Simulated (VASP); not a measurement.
Here is a VASP 6.6.1 calculation.

File POSCAR:

```
MgH2
1.0
    4.4395723756      0.0000000000      0.0000000000
    0.0000000000      4.4395723756      0.0000000000
    0.0000000000      0.0000000000      2.9662059824
Mg H
2 4
Direct
    0.0000000000      0.0000000000      0.0000000000
    0.5000000000      0.5000000000      0.5000000000
    0.3046815063      0.3046815063      0.0000000000
    0.1953184937      0.8046815063      0.5000000000
    0.8046815063      0.1953184937      0.5000000000
    0.6953184937      0.6953184937      0.0000000000
```

INCAR.step1

```
PREC     = Accurate       # precision mode
ENCUT    = 520            # plane-wave cutoff, eV
ISMEAR   = 0              # smearing method
SIGMA    = 0.01           # smearing width, eV
LREAL    = F              # projectors in reciprocal space
LASPH    = T              # aspherical terms in the spheres
NELM     = 100            # most SCF steps
NBANDS   = 13             # bands
GGA      = PE             # functional
ALGO     = Normal         # electronic algorithm
EDIFF    = 1E-4           # SCF threshold, eV
LWAVE    = T              # write WAVECAR
LCHARG   = F              # write CHGCAR
```

File INCAR.step2:

```
PREC     = Accurate       # precision mode
ENCUT    = 520            # plane-wave cutoff, eV
EDIFF    = 1E-6           # SCF threshold, eV
ISMEAR   = 0              # smearing method
SIGMA    = 0.01           # smearing width, eV
LREAL    = F              # projectors in reciprocal space
LASPH    = T              # aspherical terms in the spheres
NELM     = 100            # most SCF steps
ALGO     = Normal         # electronic algorithm
ISIF     = 2              # what is computed and relaxed
LWAVE    = F              # write WAVECAR
LCHARG   = F              # write CHGCAR
METAGGA  = R2SCAN         # meta-GGA
LMIXTAU  = T            
NBANDS   = 13             # bands
ISTART   = 1
```

The input KPOINTS:

```
regular mesh
0
Gamma
  6 6 8
```

Potentials or basis: VASP PAW PBE potentials, release 64 (Mg, H).

Command:

```console
$ cat potpaw_PBE.64/Mg/POTCAR potpaw_PBE.64/H/POTCAR > POTCAR
$ cp INCAR.step1 INCAR
$ mpirun -np 1 vasp_std > vasp.out
$ cp INCAR.step2 INCAR
$ mpirun -np 1 vasp_std > vasp.out
```

(1) Estimate the largest force.

(2) Predict the band gap on the k mesh.

(3) Estimate the pressure.

## Answers

(1) 0.011 eV/Å.

(2) 4.53 eV, indirect (least direct gap 5.34 eV).

(3) 1.3 GPa.

Caveat: the PAW data sets were made with another functional, which shifts forces and pressure a little.
